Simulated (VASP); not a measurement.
# Hf3B8 (a cell with a defect) in VASP: single point with PBEsol

Aim: the single point of Hf3B8 (a cell with a defect) with PBEsol.

Everything below comes from runs of VASP 6.6.1. Logs are shortened: lines on timing, memory, paths and dates and some standing lists are left out, and cuts for length are marked.

## 1. The cell of the first run

The cell holds a defect, 11 atoms: a = 6.280 Å, b = 6.280 Å, c = 3.480 Å, α = 90.00°, β = 90.00°, γ = 120.00°.

## 2. Single point, PBEsol

File INCAR:

```
SYSTEM = Hf3B8
PREC = Accurate
ENCUT = 420
EDIFF = 1E-6
ISMEAR = -1
SIGMA = 0.1
LREAL = .False.
LASPH = .True.
NELM = 120
ALGO = Normal
ISIF = 2
LWAVE = .False.
LCHARG = .True.
GGA = PS
LELF = .True.
LVHAR = .True.
NBANDS = 38
GGA_COMPAT = .False.
```

File KPOINTS:

```
regular mesh
0
Gamma
  2 2 3
  0 0 0
```

File POSCAR:

```
Hf3B8
1.0
    6.2800002680      0.0000000000      0.0000000000
   -3.1400001340      5.4386397679      0.0000000000
    0.0000000000      0.0000000000      3.4800000000
B Hf
8 3
Direct
    0.1666666667      0.3333333333      0.5000000000
    0.3333333333      0.1666666667      0.5000000000
    0.1666666667      0.8333333333      0.5000000000
    0.3333333333      0.6666666667      0.5000000000
    0.6666666667      0.3333333333      0.5000000000
    0.8333333333      0.1666666667      0.5000000000
    0.6666666667      0.8333333333      0.5000000000
    0.8333333333      0.6666666667      0.5000000000
    0.0000000000      0.5000000000      0.0000000000
    0.5000000000      0.0000000000      0.0000000000
    0.5000000000      0.5000000000      0.0000000000
```

Potentials or basis: VASP PAW PBE potentials, release 64 (B, Hf_pv).

Command:

```
cat potpaw_PBE.64/B/POTCAR potpaw_PBE.64/Hf_pv/POTCAR > POTCAR
mpirun -np 1 vasp_std > vasp.out
```

OUTCAR:

```text
SYSTEM = Hf3B8
   PREC = Accurate
   ENCUT = 420
   EDIFF = 1E-6
   ISMEAR = -1
   LREAL = .False.
   LASPH = .True.
   NELM = 120
   ISIF = 2
   GGA = PS

 ion  position               nearest neighbor table
   1  0.167  0.333  0.500-   2 1.81   6 1.81   4 1.81  11 2.51  11 2.51   9 2.51   9 2.51
   2  0.333  0.167  0.500-   1 1.81   5 1.81   3 1.81  11 2.51  11 2.51  10 2.51  10 2.51
   3  0.167  0.833  0.500-   4 1.81   8 1.81   2 1.81  10 2.51  10 2.51   9 2.51   9 2.51
   4  0.333  0.667  0.500-   3 1.81   7 1.81   1 1.81   9 2.51   9 2.51  10 2.51  10 2.51  11 2.51
                            11 2.51
   5  0.667  0.333  0.500-   6 1.81   2 1.81   8 1.81   9 2.51   9 2.51  10 2.51  10 2.51  11 2.51
                            11 2.51
   6  0.833  0.167  0.500-   5 1.81   1 1.81   7 1.81  10 2.51  10 2.51   9 2.51   9 2.51
   7  0.667  0.833  0.500-   8 1.81   4 1.81   6 1.81  11 2.51  11 2.51  10 2.51  10 2.51
   8  0.833  0.667  0.500-   7 1.81   3 1.81   5 1.81  11 2.51  11 2.51   9 2.51   9 2.51
   9  0.000  0.500  0.000-   4 2.51   5 2.51   4 2.51   5 2.51   3 2.51   3 2.51   6 2.51   6 2.51
                             8 2.51   1 2.51   1 2.51   8 2.51  11 3.14  11 3.14  10 3.14  10 3.14
  10  0.500  0.000  0.000-   3 2.51   6 2.51   3 2.51   6 2.51   5 2.51   4 2.51   5 2.51   4 2.51
                             7 2.51   2 2.51   2 2.51   7 2.51   9 3.14  11 3.14  11 3.14   9 3.14
  11  0.500  0.500  0.000-   1 2.51   8 2.51   1 2.51   8 2.51   7 2.51   2 2.51   7 2.51   2 2.51
                             4 2.51   5 2.51   4 2.51   5 2.51   9 3.14   9 3.14  10 3.14  10 3.14

  LATTYP: Found a hexagonal cell.
 ALAT       =     6.2800002680
 C/A-ratio  =     0.5541401037

  Lattice vectors:

 A1 = (   6.2800002680,   0.0000000000,   0.0000000000)
 A2 = (  -3.1400001340,   5.4386397679,   0.0000000000)
 A3 = (   0.0000000000,   0.0000000000,   3.4800000000)

Analysis of symmetry for initial positions (statically):
=====================================================================
 Subroutine PRICEL returns:
 Original cell was already a primitive cell.

 Routine SETGRP: Setting up the symmetry group for a
 hexagonal supercell.

 Subroutine GETGRP returns: Found 24 space group operations
 (whereof 24 operations were pure point group operations)
 out of a pool of 24 trial point group operations.

The static configuration has the point symmetry D_6h.

Analysis of symmetry for dynamics (positions and initial velocities):
=====================================================================
 Subroutine PRICEL returns:
 Original cell was already a primitive cell.

 Routine SETGRP: Setting up the symmetry group for a
 hexagonal supercell.

 Subroutine GETGRP returns: Found 24 space group operations
 (whereof 24 operations were pure point group operations)
 out of a pool of 24 trial point group operations.

The dynamic configuration has the point symmetry D_6h.

 Subroutine INISYM returns: Found 24 space group operations
 (whereof 24 operations are pure point group operations),
 and found     1 'primitive' translations

----------------------------------------------------------------------------------------

                                     Primitive cell

  volume of cell :     118.8582

  direct lattice vectors                    reciprocal lattice vectors
     6.280000268  0.000000000  0.000000000     0.159235662  0.091934752  0.000000000
    -3.140000134  5.438639768  0.000000000     0.000000000  0.183869505  0.000000000
     0.000000000  0.000000000  3.480000000     0.000000000  0.000000000  0.287356322

  length of vectors
     6.280000268  6.280000268  3.480000000     0.183869505  0.183869505  0.287356322

  position of ions in fractional coordinates (direct lattice)
     0.166666667  0.333333333  0.500000000
     0.333333333  0.166666667  0.500000000
     0.166666667  0.833333333  0.500000000
     0.333333333  0.666666667  0.500000000
     0.666666667  0.333333333  0.500000000
     0.833333333  0.166666667  0.500000000
     0.666666667  0.833333333  0.500000000
     0.833333333  0.666666667  0.500000000
     1.000000000  0.500000000  0.000000000
     0.500000000  0.000000000  0.000000000
     0.500000000  0.500000000  0.000000000

  ion indices of the primitive-cell ions
   primitive index   ion index
                 1           1
                 2           2
                 3           3
                 4           4
                 5           5
                 6           6
                 7           7
                 8           8
                 9           9
                10          10
                11          11

----------------------------------------------------------------------------------------

 KPOINTS: regular mesh

Automatic generation of k-mesh.
 Grid dimensions read from file:
 generate k-points for:    2    2    3

 Generating k-lattice:

  Cartesian coordinates                     Fractional coordinates (reciprocal lattice)
     0.079617831  0.045967376  0.000000000     0.500000000 -0.000000000  0.000000000
     0.000000000  0.091934752  0.000000000     0.000000000  0.500000000  0.000000000
     0.000000000  0.000000000  0.095785441     0.000000000  0.000000000  0.333333333

  Length of vectors
     0.091934752  0.091934752  0.095785441

  Shift w.r.t. Gamma in fractional coordinates (k-lattice)
     0.000000000  0.000000000  0.000000000

 Subroutine IBZKPT returns following result:
 ===========================================

 Found      4 irreducible k-points:

 Following reciprocal coordinates:
            Coordinates               Weight
  0.000000  0.000000  0.000000      1.000000
  0.500000  0.000000  0.000000      3.000000
  0.000000  0.000000  0.333333      2.000000
  0.500000  0.000000  0.333333      6.000000
   k-points           NKPTS =      4   k-points in BZ     NKDIM =      4   number of bands    NBANDS=     38
   number of dos      NEDOS =    301   number of ions     NIONS =     11
   total plane-waves  NPLWV =  42336
   dimension x,y,z NGX =    42 NGY =   42 NGZ =   24
   dimension x,y,z NGXF=    84 NGYF=   84 NGZF=   48
   ions per type =               8   3
   NGX,Y,Z   is equivalent  to a cutoff of  11.12, 11.12, 11.47 a.u.
   NGXF,Y,Z  is equivalent  to a cutoff of  22.24, 22.24, 22.93 a.u.
 SYSTEM =  Hf3B8
   PREC   = accura    normal or accurate (medium, high low for compatibility)
   ISTART =      0    job   : 0-new  1-cont  2-samecut
   ICHARG =      2    charge: 1-file 2-atom 10-const
   ISPIN  =      1    spin polarized calculation?
   LNONCOLLINEAR =      F non collinear calculations
   LSORBIT =      F    spin-orbit coupling
   LASPH  =      T    aspherical Exc in radial PAW
   ENCUT  =  420.0 eV  30.87 Ry    5.56 a.u.  10.49 10.49  5.82*2*pi/ulx,y,z
   NELM   =    120;   NELMIN=  2; NELMDL= -5     # of ELM steps
   EDIFF  = 0.1E-05   stopping-criterion for ELM
   LREAL  =      F    real-space projection
   EDIFFG = 0.1E-04   stopping-criterion for IOM
   NSW    =      0    number of steps for IOM
   IBRION =     -1    ionic relax: 0-MD 1-quasi-New 2-CG
   NFREE  =      0    steps in history (QN), initial steepest desc. (CG)
   ISIF   =      2    stress and relaxation
   ISYM   =      2    0-nonsym 1-usesym 2-fastsym
   POTIM  = 0.5000    time-step for ionic-motion
   TEBEG  =    0.0;   TEEND  =   0.0 temperature during run
   PSTRESS=    0.0 pullay stress
   NELECT =      54.0000    total number of electrons
   NUPDOWN=      -1.0000    fix difference up-down
   EMIN   =  10.00;   EMAX   =-10.00  energy-range for DOS
   EFERMI =   0.00;   METHOD = LEGACY
   ISMEAR =    -1;   SIGMA  =   0.10  broadening in eV -4-tet -1-fermi 0-gaus
   EFERMI_NEDOS =   21; number of points for ismear=-14 and -15
   IALGO  =     38    algorithm
   IMIX   =      4    mixing-type and parameters
     AMIX     =   0.40;   BMIX     =  1.00
     AMIX_MAG =   1.60;   BMIX_MAG =  1.00
  volume/ion in A,a.u.               =      10.81        72.92
  Fermi-wavevector in a.u.,A,eV,Ry     =   1.258528  2.378274 21.550182  1.583894
  Thomas-Fermi vector in A             =   2.392133
   LORBIT       =      0    0 simple, 1 ext, 2 COOP (PROOUT), +10 PAW based schemes
   GGA     = PS    functional components
   LHFCALC =     F    Hartree Fock is set to
   AEXX    =    0.0000 exact exchange contribution
   IVDW    =     0    specifies the selected vdW correction
   LEPSILON=     F    determine dielectric tensor
   LRPA    =     F    only Hartree local field effects (RPA)
 non-spin polarized calculation
  energy-cutoff  :      420.00
  volume of cell :      118.86
 maximum number of plane-waves:      2346
 NGX is ok and might be reduce to    42
   NGX = 21   NGY = 21   NGZ = 11

 number of electron      54.0000017 magnetization

 Free energy of the ion-electron system (eV)
  ---------------------------------------------------
  ext. energy  EPLUGINS =         0.00000000
  ---------------------------------------------------
  free energy    TOTEN  =       -94.58120026 eV

  energy without entropy =      -94.43685913  energy(sigma->0) =      -94.50902970

 E-fermi :   5.0084     XC(G=0): -11.7549

 val. band max:        5.0078204017   @ k =   0.0000   0.0000   0.3333
 cond. band min:       5.0229364251   @ k =   0.5000   0.0000   0.3333
 fundamental gap:      0.0151160235
 Fermi energy:         5.0083945181

 k-point     1 :       0.0000    0.0000    0.0000
  band No.  band energies     occupation
      1     -25.2172      2.00000
      2     -24.9664      2.00000
      3     -24.9664      2.00000
      4     -24.9258      2.00000
      5     -24.8279      2.00000
      6     -24.8279      2.00000
[... 30 lines left out ...]
     37      10.8627      0.00000
     38      11.4691      0.00000

 k-point     2 :       0.5000    0.0000    0.0000
  band No.  band energies     occupation
      1     -25.0711      2.00000
      2     -24.8933      2.00000
      3     -24.8608      2.00000
      4     -24.8359      2.00000
      5     -24.8279      2.00000
      6     -24.8202      2.00000
[... 30 lines left out ...]
     37      10.4042      0.00000
     38      10.9273      0.00000

 k-point     3 :       0.0000    0.0000    0.3333
  band No.  band energies     occupation
      1     -25.1851      2.00000
      2     -25.1217      2.00000
      3     -25.0008      2.00000
      4     -25.0008      2.00000
      5     -24.9392      2.00000
      6     -24.9392      2.00000
[... 30 lines left out ...]
     37      11.8652      0.00000
     38      11.8719      0.00000

 k-point     4 :       0.5000    0.0000    0.3333
  band No.  band energies     occupation
      1     -25.0818      2.00000
      2     -25.0455      2.00000
      3     -25.0377      2.00000
      4     -25.0010      2.00000
      5     -24.8118      2.00000
      6     -24.7956      2.00000
[... 30 lines left out ...]
     37      11.0607      0.00000
     38      11.2886      0.00000

------------------------ aborting loop because EDIFF is reached ----------------------------------------

  FORCE on cell =-STRESS in cart. coord.  units (eV):
  Direction    XX          YY          ZZ          XY          YZ          ZX
  --------------------------------------------------------------------------------------
  -------------------------------------------------------------------------------------
  Total       -7.6816483     -7.6816483     -4.4993713      0.0000000      0.0000000      0.0000000
  in kB     -103.5465903   -103.5465903    -60.6503371      0.0000000      0.0000000      0.0000000
  external PRESSURE =     -89.2478392 kB  Pullay stress =       0.0000000 kB

 VOLUME and BASIS-vectors are now :
 -----------------------------------------------------------------------------
  energy-cutoff  :      420.00
  volume of cell :      118.86
      direct lattice vectors                 reciprocal lattice vectors
     6.280000268  0.000000000  0.000000000     0.159235662  0.091934752  0.000000000
    -3.140000134  5.438639768  0.000000000     0.000000000  0.183869505  0.000000000
     0.000000000  0.000000000  3.480000000     0.000000000  0.000000000  0.287356322

 POSITION                                       TOTAL-FORCE (eV/Angst)
 -----------------------------------------------------------------------------------
      0.00000      1.81288      1.74000        -0.000000     -0.265655      0.000000
      1.57000      0.90644      1.74000        -0.230064     -0.132828      0.000000
     -1.57000      4.53220      1.74000        -0.230064      0.132828     -0.000000
     -0.00000      3.62576      1.74000        -0.000000      0.000000      0.000000
      3.14000      1.81288      1.74000        -0.000000      0.000000      0.000000
      4.71000      0.90644      1.74000         0.230064     -0.132828      0.000000
      1.57000      4.53220      1.74000         0.230064      0.132828      0.000000
      3.14000      3.62576      1.74000         0.000000      0.265655     -0.000000
     -1.57000      2.71932      0.00000        -0.000000      0.000000      0.000000
      3.14000      0.00000      0.00000        -0.000000      0.000000      0.000000
      1.57000      2.71932      0.00000        -0.000000      0.000000      0.000000
 -----------------------------------------------------------------------------------
    total drift:                                0.000000      0.000000     -0.000000

  FREE ENERGIE OF THE ION-ELECTRON SYSTEM (eV)
  ---------------------------------------------------
  free  energy   TOTEN  =       -94.5812002581 eV

  energy  without entropy=      -94.4368591339  energy(sigma->0) =      -94.50902970
```

It took 18 s on 1 thread of Intel Xeon Platinum 8488C (Sapphire Rapids), shared host; peak memory 0.19 GiB.

What came out:

| Item | Value |
| --- | --- |
| Free energy | -94.5812 eV |
| Pressure | -8.9 GPa |
| Largest force | 0.266 eV/Å |
| Band gap on the k mesh | zero (bands 27 and 28 overlap by 0.54 eV) |

Forces on the atoms (eV/Å):
```
B    0.000 -0.266  0.000
B   -0.230 -0.133  0.000
B   -0.230  0.133  0.000
B    0.000  0.000  0.000
B    0.000  0.000  0.000
B    0.230 -0.133  0.000
B    0.230  0.133  0.000
B    0.000  0.266  0.000
Hf   0.000  0.000  0.000
Hf   0.000  0.000  0.000
Hf   0.000  0.000  0.000
```

Levels at points of the mesh, in eV from the Fermi level:
```
           k point  band 24  band 25  band 26  band 27  band 28  band 29  band 30  band 31
(0.00, 0.00, 0.00)    -1.81    -1.81    -1.37    -0.05    -0.05     1.69     3.47     3.59
(0.50, 0.00, 0.00)    -1.43    -1.37    -0.98     0.49     1.01     1.69     2.32     2.40
```

Caveat: the k points lie up to 0.60 Å⁻¹ apart, too coarse for converged energies and pressures of a metal; the PAW data sets were made with another functional, which shifts forces and pressure a little; spin-orbit coupling is left out, which moves the levels of the heavy elements.
